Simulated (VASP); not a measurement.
The system is Mg4BrO3.

```
CELL_PARAMETERS angstrom
5.12427 0.00000 0.00000
0.00000 5.12427 0.00000
0.00000 0.00000 5.12427
ATOMIC_POSITIONS crystal
Mg 0.75000 0.75000 0.75000
Mg 0.75000 0.25000 0.25000
Mg 0.25000 0.75000 0.25000
Mg 0.25000 0.25000 0.75000
Br 0.50000 0.50000 0.50000
O 0.00000 0.00000 0.50000
O 0.00000 0.50000 0.00000
O 0.50000 0.00000 0.00000
```

Base run:

```yaml
Program: VASP 6.6.1
Functional: PBE
Potentials_or_basis: VASP PAW PBE potentials, release 64 (Mg, Br, O)
Cutoff: 520 eV
k_mesh: 4 × 4 × 4
Occupations: gaussian, width 0.1 eV
Spin: no spin polarisation
```

Its results: pressure 1.0 GPa.

The run is repeated on the same cell with these changes: spin from no spin polarisation to collinear spin, ferromagnetic start; further incar settings from ALGO = Fast; EDIFF = 1e-07; NBANDS = 26 to ALGO = Normal; EDIFF = 1e-06; NBANDS = 30. What comes out?

Pressure 1.0 GPa; net moment 0.31 μB per cell.

Caveats: an odd number of electrons without spin polarisation forces a metal (at least some runs); a magnetic or distorted state may lie lower (at least some runs).
